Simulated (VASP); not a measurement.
# CaO (Fm-3m) in VASP: a series of runs

Runs on CaO. Level: PBE. Tasks: single point.

All numbers are computed with VASP 6.6.1; they aren't measurements. Logs are shortened: lines on timing, memory, paths and dates and some standing lists are left out, and cuts for length are marked.

## (1) The cell of the first run

Symmetry: Fm-3m, No. 225, cubic system. The conventional cell has a = 4.714 Å, b = 4.714 Å, c = 4.714 Å, α = 90.00°, β = 90.00°, γ = 90.00°. Within 3.1 Å of Ca (site symmetry m-3m) lie 6 O at 2.36 Å. O (site symmetry m-3m) has 6 Ca at 2.36 Å within 3.1 Å.

## (2) Single point, PBE (13.09 Å³/atom)

The input, INCAR:

```
  PREC = Accurate
  ENCUT = 600
  EDIFF = 1E-6
  ISMEAR = 0
  SIGMA = 0.01
  LREAL = F
  LASPH = T
  NELM = 120
  ALGO = Normal
  ISIF = 2
  LWAVE = F
  LCHARG = T
  GGA = PE
  LELF = T
  LVHAR = T
  NBANDS = 15
  GGA_COMPAT = F
```

The input, KPOINTS:

```
Automatic mesh
0
Gamma
  6 6 6
```

The input, POSCAR:

```
CaO
1.0
    0.0000000000      2.3569031434      2.3569031434
    2.3569031434      0.0000000000      2.3569031434
    2.3569031434      2.3569031434      0.0000000000
Ca O
1 1
Direct
    0.0000000000      0.0000000000      0.0000000000
    0.5000000000      0.5000000000      0.5000000000
```

Potentials or basis: VASP PAW PBE potentials, release 64 (Ca_sv, O).

Launch:

```console
cat potpaw_PBE.64/Ca_sv/POTCAR potpaw_PBE.64/O/POTCAR > POTCAR
mpirun -np 1 vasp_std > vasp.out
```

OUTCAR:

```text
PREC = Accurate
   ENCUT = 600
   EDIFF = 1E-6
   ISMEAR = 0
   LREAL = F
   LASPH = T
   NELM = 120
   ISIF = 2
   GGA = PE

 ion  position               nearest neighbor table
   1  0.000  0.000  0.000-   2 2.36   2 2.36   2 2.36   2 2.36   2 2.36   2 2.36
   2  0.500  0.500  0.500-   1 2.36   1 2.36   1 2.36   1 2.36   1 2.36   1 2.36

  LATTYP: Found a face centered cubic cell.
 ALAT       =     4.7138062868

  Lattice vectors:

 A1 = (   0.0000000000,   2.3569031434,   2.3569031434)
 A2 = (   2.3569031434,   0.0000000000,   2.3569031434)
 A3 = (   2.3569031434,   2.3569031434,   0.0000000000)

Analysis of symmetry for initial positions (statically):
=====================================================================
 Subroutine PRICEL returns:
 Original cell was already a primitive cell.

 Routine SETGRP: Setting up the symmetry group for a
 face centered cubic supercell.

 Subroutine GETGRP returns: Found 48 space group operations
 (whereof 48 operations were pure point group operations)
 out of a pool of 48 trial point group operations.

The static configuration has the point symmetry O_h .

Analysis of symmetry for dynamics (positions and initial velocities):
=====================================================================
 Subroutine PRICEL returns:
 Original cell was already a primitive cell.

 Routine SETGRP: Setting up the symmetry group for a
 face centered cubic supercell.

 Subroutine GETGRP returns: Found 48 space group operations
 (whereof 48 operations were pure point group operations)
 out of a pool of 48 trial point group operations.

The dynamic configuration has the point symmetry O_h .

 Subroutine INISYM returns: Found 48 space group operations
 (whereof 48 operations are pure point group operations),
 and found     1 'primitive' translations

----------------------------------------------------------------------------------------

                                     Primitive cell

  volume of cell :      26.1852

  direct lattice vectors                    reciprocal lattice vectors
     0.000000000  2.356903143  2.356903143    -0.212142786  0.212142786  0.212142786
     2.356903143  0.000000000  2.356903143     0.212142786 -0.212142786  0.212142786
     2.356903143  2.356903143  0.000000000     0.212142786  0.212142786 -0.212142786

  length of vectors
     3.333164391  3.333164391  3.333164391     0.367442084  0.367442084  0.367442084

  position of ions in fractional coordinates (direct lattice)
     0.000000000  0.000000000  0.000000000
     0.500000000  0.500000000  0.500000000

  ion indices of the primitive-cell ions
   primitive index   ion index
                 1           1
                 2           2

----------------------------------------------------------------------------------------

 KPOINTS: Automatic mesh

Automatic generation of k-mesh.
 Grid dimensions read from file:
 generate k-points for:    6    6    6

 Generating k-lattice:

  Cartesian coordinates                     Fractional coordinates (reciprocal lattice)
    -0.035357131  0.035357131  0.035357131     0.166666667  0.000000000  0.000000000
     0.035357131 -0.035357131  0.035357131     0.000000000  0.166666667  0.000000000
     0.035357131  0.035357131 -0.035357131     0.000000000  0.000000000  0.166666667

  Length of vectors
     0.061240347  0.061240347  0.061240347

  Shift w.r.t. Gamma in fractional coordinates (k-lattice)
     0.000000000  0.000000000  0.000000000

 Subroutine IBZKPT returns following result:
 ===========================================

 Found     16 irreducible k-points:

 Following reciprocal coordinates:
            Coordinates               Weight
  0.000000  0.000000  0.000000      1.000000
  0.166667  0.000000  0.000000      8.000000
  0.333333  0.000000  0.000000      8.000000
  0.500000  0.000000  0.000000      4.000000
  0.166667  0.166667  0.000000      6.000000
  0.333333  0.166667  0.000000     24.000000
[... 8 lines left out ...]
 -0.333333  0.333333  0.166667     24.000000
 -0.333333  0.500000  0.166667     12.000000
   k-points           NKPTS =     16   k-points in BZ     NKDIM =     16   number of bands    NBANDS=     15
   number of dos      NEDOS =    301   number of ions     NIONS =      2
   total plane-waves  NPLWV =  21952
   dimension x,y,z NGX =    28 NGY =   28 NGZ =   28
   dimension x,y,z NGXF=    56 NGYF=   56 NGZF=   56
   ions per type =               1   1
   NGX,Y,Z   is equivalent  to a cutoff of  13.97, 13.97, 13.97 a.u.
   NGXF,Y,Z  is equivalent  to a cutoff of  27.93, 27.93, 27.93 a.u.
 SYSTEM =  unknown system
   PREC   = accura    normal or accurate (medium, high low for compatibility)
   ISTART =      0    job   : 0-new  1-cont  2-samecut
   ICHARG =      2    charge: 1-file 2-atom 10-const
   ISPIN  =      1    spin polarized calculation?
   LNONCOLLINEAR =      F non collinear calculations
   LSORBIT =      F    spin-orbit coupling
   LASPH  =      T    aspherical Exc in radial PAW
   ENCUT  =  600.0 eV  44.10 Ry    6.64 a.u.   6.66  6.66  6.66*2*pi/ulx,y,z
   NELM   =    120;   NELMIN=  2; NELMDL= -5     # of ELM steps
   EDIFF  = 0.1E-05   stopping-criterion for ELM
   LREAL  =      F    real-space projection
[... 7 lines left out ...]
   TEBEG  =    0.0;   TEEND  =   0.0 temperature during run
   PSTRESS=    0.0 pullay stress
   NELECT =      16.0000    total number of electrons
   NUPDOWN=      -1.0000    fix difference up-down
   EMIN   =  10.00;   EMAX   =-10.00  energy-range for DOS
   EFERMI =   0.00;   METHOD = LEGACY
   ISMEAR =     0;   SIGMA  =   0.01  broadening in eV -4-tet -1-fermi 0-gaus
   EFERMI_NEDOS =   21; number of points for ismear=-14 and -15
   IALGO  =     38    algorithm
   IMIX   =      4    mixing-type and parameters
     AMIX     =   0.40;   BMIX     =  1.00
     AMIX_MAG =   1.60;   BMIX_MAG =  1.00
  volume/ion in A,a.u.               =      13.09        88.35
  Fermi-wavevector in a.u.,A,eV,Ry     =   1.389195  2.625197 26.257362  1.929862
  Thomas-Fermi vector in A             =   2.513249
   LORBIT       =      0    0 simple, 1 ext, 2 COOP (PROOUT), +10 PAW based schemes
   GGA     = PE    functional components
   LHFCALC =     F    Hartree Fock is set to
   AEXX    =    0.0000 exact exchange contribution
   IVDW    =     0    specifies the selected vdW correction
   LEPSILON=     F    determine dielectric tensor
   LRPA    =     F    only Hartree local field effects (RPA)
 non-spin polarized calculation
 Gauss-broadening in eV      SIGMA  =   0.01
  energy-cutoff  :      600.00
  volume of cell :       26.19
 maximum number of plane-waves:       893
 NGX is ok and might be reduce to    28
   NGX = 13   NGY = 13   NGZ = 13

 number of electron      15.9999999 magnetization

 Free energy of the ion-electron system (eV)
  ---------------------------------------------------
  ext. energy  EPLUGINS =         0.00000000
  ---------------------------------------------------
  free energy    TOTEN  =       -12.74427858 eV

  energy without entropy =      -12.74427858  energy(sigma->0) =      -12.74427858

 E-fermi :   2.8096     XC(G=0): -10.7635

 val. band max:        2.6911588457   @ k =   0.0000   0.0000   0.0000
 cond. band min:       6.3019967000   @ k =   0.5000   0.5000   0.0000
 fundamental gap:      3.6108378543
 Fermi energy:         2.8096084343

 k-point     1 :       0.0000    0.0000    0.0000
  band No.  band energies     occupation
      1     -34.7136      2.00000
      2     -15.4298      2.00000
      3     -15.4298      2.00000
      4     -15.4298      2.00000
      5     -12.9558      2.00000
      6       2.6912      2.00000
      7       2.6912      2.00000
      8       2.6912      2.00000
      9       7.8955      0.00000
     10       9.0558      0.00000
     11       9.0558      0.00000
     12       9.0558      0.00000
     13      10.6643      0.00000
     14      10.6643      0.00000
     15      18.1316      0.00000

 k-point     2 :       0.1667    0.0000    0.0000
  band No.  band energies     occupation
      1     -34.6806      2.00000
      2     -15.8888      2.00000
      3     -15.4455      2.00000
      4     -15.4455      2.00000
      5     -12.4843      2.00000
      6       1.7998      2.00000
      7       2.3023      2.00000
      8       2.3023      2.00000
      9       8.9314      0.00000
     10       9.1363      0.00000
     11       9.5491      0.00000
     12       9.5491      0.00000
     13      11.3535      0.00000
     14      11.3535      0.00000
     15      19.1030      0.00000

 k-point     3 :       0.3333    0.0000    0.0000
  band No.  band energies     occupation
      1     -34.6136      2.00000
      2     -16.5555      2.00000
      3     -15.4764      2.00000
      4     -15.4764      2.00000
      5     -11.7872      2.00000
      6       0.4697      2.00000
      7       1.6500      2.00000
      8       1.6500      2.00000
      9       9.4335      0.00000
     10      10.6875      0.00000
     11      10.6875      0.00000
     12      10.9657      0.00000
     13      12.7629      0.00000
     14      12.7629      0.00000
     15      18.6134      0.00000
[... 199 lines left out ...]
 k-point    15 :      -0.3333    0.3333    0.1667
  band No.  band energies     occupation
      1     -34.5494      2.00000
      2     -16.3635      2.00000
      3     -15.8303      2.00000
      4     -15.6681      2.00000
      5     -12.0253      2.00000
      6       0.8942      2.00000
      7       1.5728      2.00000
      8       1.6242      2.00000
      9       9.4287      0.00000
     10       9.4351      0.00000
     11      11.7970      0.00000
     12      12.1558      0.00000
     13      13.2446      0.00000
     14      16.2169      0.00000
     15      17.1831      0.00000

 k-point    16 :      -0.3333    0.5000    0.1667
  band No.  band energies     occupation
      1     -34.5395      2.00000
      2     -16.0515      2.00000
      3     -15.9248      2.00000
      4     -15.8232      2.00000
      5     -12.3312      2.00000
      6       1.4965      2.00000
      7       1.5484      2.00000
      8       1.8812      2.00000
      9       7.7971      0.00000
     10      10.6382      0.00000
     11      11.4471      0.00000
     12      12.6288      0.00000
     13      12.8150      0.00000
     14      16.2460      0.00000
     15      17.1418      0.00000

------------------------ aborting loop because EDIFF is reached ----------------------------------------

  FORCE on cell =-STRESS in cart. coord.  units (eV):
  Direction    XX          YY          ZZ          XY          YZ          ZX
  --------------------------------------------------------------------------------------
  -------------------------------------------------------------------------------------
  Total        1.5938906      1.5938906      1.5938906     -0.0000000     -0.0000000      0.0000000
  in kB       97.5245364     97.5245364     97.5245364     -0.0000000     -0.0000000      0.0000000
  external PRESSURE =      97.5245364 kB  Pullay stress =       0.0000000 kB

 VOLUME and BASIS-vectors are now :
 -----------------------------------------------------------------------------
  energy-cutoff  :      600.00
  volume of cell :       26.19
      direct lattice vectors                 reciprocal lattice vectors
     0.000000000  2.356903143  2.356903143    -0.212142786  0.212142786  0.212142786
     2.356903143  0.000000000  2.356903143     0.212142786 -0.212142786  0.212142786
     2.356903143  2.356903143  0.000000000     0.212142786  0.212142786 -0.212142786

 POSITION                                       TOTAL-FORCE (eV/Angst)
 -----------------------------------------------------------------------------------
      0.00000      0.00000      0.00000        -0.000000      0.000000     -0.000000
      2.35690      2.35690      2.35690         0.000000     -0.000000      0.000000
 -----------------------------------------------------------------------------------
    total drift:                                0.000000      0.000000      0.000000

  FREE ENERGIE OF THE ION-ELECTRON SYSTEM (eV)
  ---------------------------------------------------
  free  energy   TOTEN  =       -12.7442785831 eV

  energy  without entropy=      -12.7442785831  energy(sigma->0) =      -12.74427858
```

Wall time 25 s (1 thread of Intel Xeon 8259CL, shared host); peak memory 0.16 GiB.

Results:

```yaml
Free_energy: -12.7443 eV
Pressure: 9.8 GPa
Band_gap_on_the_k_mesh: 3.61 eV (least direct gap 3.97 eV)
```

Caveat: the cell stands under pressure.

## (3) Single point, PBE (14.47 Å³/atom)

This run uses another cell than the first one, of 14.47 Å³/atom.

The input, INCAR:

```
  PREC = Accurate
  ENCUT = 600
  EDIFF = 1E-6
  ISMEAR = 0
  SIGMA = 0.01
  LREAL = False
  LASPH = True
  NELM = 120
  ALGO = Normal
  ISIF = 2
  LWAVE = False
  LCHARG = False
  GGA = PE
  NBANDS = 15
  GGA_COMPAT = False
```

KPOINTS is that of step 2.

The input, POSCAR:

```
CaO
1.0
    0.0000000000      2.4368584343      2.4368584343
    2.4368584343      0.0000000000      2.4368584343
    2.4368584343      2.4368584343      0.0000000000
Ca O
1 1
Direct
    0.0000000000      0.0000000000      0.0000000000
    0.5000000000      0.5000000000      0.5000000000
```

Potentials or basis: VASP PAW PBE potentials, release 64 (Ca_sv, O).

Launch:

```console
cat potpaw_PBE.64/Ca_sv/POTCAR potpaw_PBE.64/O/POTCAR > POTCAR
mpirun -np 1 vasp_std > vasp.out
```

OUTCAR:

```text
PREC = Accurate
   ENCUT = 600
   EDIFF = 1E-6
   ISMEAR = 0
   LREAL = False
   LASPH = True
   NELM = 120
   ISIF = 2
   GGA = PE

 ion  position               nearest neighbor table
   1  0.000  0.000  0.000-   2 2.44   2 2.44   2 2.44   2 2.44   2 2.44   2 2.44
   2  0.500  0.500  0.500-   1 2.44   1 2.44   1 2.44   1 2.44   1 2.44   1 2.44

  LATTYP: Found a face centered cubic cell.
 ALAT       =     4.8737168686

  Lattice vectors:

 A1 = (   0.0000000000,   2.4368584343,   2.4368584343)
 A2 = (   2.4368584343,   0.0000000000,   2.4368584343)
 A3 = (   2.4368584343,   2.4368584343,   0.0000000000)

Analysis of symmetry for initial positions (statically):
=====================================================================
 Subroutine PRICEL returns:
 Original cell was already a primitive cell.

 Routine SETGRP: Setting up the symmetry group for a
 face centered cubic supercell.

 Subroutine GETGRP returns: Found 48 space group operations
 (whereof 48 operations were pure point group operations)
 out of a pool of 48 trial point group operations.

The static configuration has the point symmetry O_h .

Analysis of symmetry for dynamics (positions and initial velocities):
[... 166 lines left out ...]
      8       2.1184      2.00000
      9       6.5012      0.00000
     10       8.2382      0.00000
     11       8.2382      0.00000
     12       8.2382      0.00000
     13       9.6706      0.00000
     14       9.6706      0.00000
[... 257 lines left out ...]
      2     -16.9263      2.00000
      3     -16.8010      2.00000
      4     -16.7647      2.00000
      5     -12.8573      2.00000
      6       0.9036      2.00000
      7       1.0915      2.00000
      8       1.3147      2.00000
      9       7.0756      0.00000
     10       9.5894      0.00000
     11      10.1643      0.00000
     12      11.3742      0.00000
     13      11.5188      0.00000
     14      14.6028      0.00000
     15      15.2209      0.00000

------------------------ aborting loop because EDIFF is reached ----------------------------------------

  FORCE on cell =-STRESS in cart. coord.  units (eV):
  Direction    XX          YY          ZZ          XY          YZ          ZX
  --------------------------------------------------------------------------------------
  -------------------------------------------------------------------------------------
  Total       -0.4105210     -0.4105210     -0.4105210     -0.0000000     -0.0000000     -0.0000000
  in kB      -22.7261093    -22.7261093    -22.7261093     -0.0000000     -0.0000000     -0.0000000
  external PRESSURE =     -22.7261093 kB  Pullay stress =       0.0000000 kB

 VOLUME and BASIS-vectors are now :
 -----------------------------------------------------------------------------
  energy-cutoff  :      600.00
  volume of cell :       28.94
      direct lattice vectors                 reciprocal lattice vectors
     0.000000000  2.436858434  2.436858434    -0.205182210  0.205182210  0.205182210
     2.436858434  0.000000000  2.436858434     0.205182210 -0.205182210  0.205182210
     2.436858434  2.436858434  0.000000000     0.205182210  0.205182210 -0.205182210

 POSITION                                       TOTAL-FORCE (eV/Angst)
 -----------------------------------------------------------------------------------
      0.00000      0.00000      0.00000        -0.000000     -0.000000     -0.000000
      2.43686      2.43686      2.43686         0.000000      0.000000      0.000000
 -----------------------------------------------------------------------------------
    total drift:                                0.000000      0.000000      0.000000

  FREE ENERGIE OF THE ION-ELECTRON SYSTEM (eV)
  ---------------------------------------------------
  free  energy   TOTEN  =       -12.8042052245 eV

  energy  without entropy=      -12.8042052245  energy(sigma->0) =      -12.80420522
```

OSZICAR:

```text
N       E                     dE             d eps       ncg     rms          rms(c)
DAV:   1     0.128645445008E+03    0.12865E+03   -0.88604E+03   480   0.120E+03
DAV:   2    -0.874013931479E+01   -0.13739E+03   -0.12961E+03   578   0.304E+02
DAV:   3    -0.143459832925E+02   -0.56058E+01   -0.55547E+01   592   0.636E+01
DAV:   4    -0.145127670624E+02   -0.16678E+00   -0.16669E+00   668   0.930E+00
DAV:   5    -0.145138219317E+02   -0.10549E-02   -0.10549E-02   557   0.748E-01    0.856E+00
DAV:   6    -0.128900177244E+02    0.16238E+01   -0.52688E+00   530   0.219E+01    0.372E+00
DAV:   7    -0.128076491003E+02    0.82369E-01   -0.43460E-01   530   0.667E+00    0.182E+00
DAV:   8    -0.128048535973E+02    0.27955E-02   -0.78794E-02   613   0.304E+00    0.413E-01
DAV:   9    -0.128035190774E+02    0.13345E-02   -0.45826E-03   508   0.554E-01    0.114E-01
DAV:  10    -0.128042309895E+02   -0.71191E-03   -0.81477E-04   551   0.254E-01    0.482E-02
DAV:  11    -0.128042050219E+02    0.25968E-04   -0.50550E-05   615   0.858E-02    0.651E-03
DAV:  12    -0.128042052245E+02   -0.20262E-06   -0.84842E-06   529   0.251E-02
   1 F= -.12804205E+02 E0= -.12804205E+02  d E =-.602724E-22
```

Wall time 22 s (1 thread of Intel Xeon 8259CL, shared host); peak memory 0.16 GiB.

What came out:

```yaml
Free_energy: -12.8042 eV
Pressure: -2.3 GPa
Band_gap_on_the_k_mesh: 3.64 eV (least direct gap 4.03 eV)
```

A k mesh can miss the band edges. Expect the measured gap to be larger: semilocal functionals such as PBE lack the derivative discontinuity.
